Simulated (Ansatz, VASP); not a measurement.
Two plane-wave programs on Ta

Contents of INCAR:

```
PREC = Accurate
ENCUT = 520
EDIFF = 1E-7
ISMEAR = -1
SIGMA = 0.08
LREAL = F
LASPH = T
NELM = 60
ALGO = Normal
ISIF = 2
LWAVE = F
LCHARG = T
LDIPOL = T
IDIPOL = 3
DIPOL = 0.5 0.5 0.500
GGA = CA
LELF = T
LVHAR = T
LVACPOTAV = T
NBANDS = 36
```

Contents of KPOINTS:

```
regular mesh
0
Gamma
  15 15 1
```

The input POSCAR:

```
Ta
1.0
    2.8173712975      0.0000000000      0.0000000000
   -0.9391237658      2.6562431328      0.0000000000
    0.0000000000      0.0000000000     25.2015000000
Ta
5
Direct
    0.0000000000      0.0000000000      0.3213221709
    0.5000000000      0.5000000000      0.4088760544
    0.0000000000      0.0000000000      0.4999999999
    0.5000000000      0.5000000000      0.5911239455
    0.0000000000      0.0000000000      0.6786778293
```

Input for Ansatz:

```yaml
crystal:
  lattice:
    - [2.8173712975, 0.0, 0.0]
    - [-0.9391237658, 2.6562431328, 0.0]
    - [0.0, 0.0, 25.2015]
  atoms:
    - { symbol: Ta, position: [0.0, 0.0, 0.3213221709] }
    - { symbol: Ta, position: [0.5, 0.5, 0.4088760544] }
    - { symbol: Ta, position: [0.0, 0.0, 0.4999999999] }
    - { symbol: Ta, position: [0.5, 0.5, 0.5911239455] }
    - { symbol: Ta, position: [0.0, 0.0, 0.6786778293] }
  periodic: [true, true, false]
kpoints:
  mp_grid: { grid: [15, 15, 1] }
scf:
  occupations: { method: fermi_dirac, width: 0.08 }
hamiltonian:
  xc: lda
  pseudopotentials: { kind: paw }
output:
  forces: true
  stress: true
  eigenvalues: true
```

Alike in both runs: task single point; functional LDA; k mesh 15 × 15 × 1; occupations fermi-dirac, width 0.08 eV; no spin polarisation.

|  | VASP | Ansatz |
| --- | --- | --- |
| version | VASP 6.6.1 | Ansatz 0.2.0 |
| potentials or method | VASP PAW LDA potentials, release 64 (Ta_pv) | PAW with Ansatz's default frozen-core files, scalar-relativistic |
| plane-wave cutoff (eV) | 520 | 420 |
| valence electrons in the cell | 55 | 65 |

|  | VASP | Ansatz | Ansatz less VASP |
| --- | --- | --- | --- |
| rms of the force components (eV/Å) | 0.017 | 0.000 | -0.0172 |

LDA's correlation is that of Perdew and Zunger in VASP and of Perdew and Wang (1992) in Ansatz. Atom by atom the forces differ by 0.017 eV/Å (rms over components). VASP's potentials hold 55 valence electrons a cell and Ansatz's 65, so a difference there can come from the potentials and not from the codes. Ansatz's warnings: slab cell height set.

Spin-orbit coupling is off throughout.
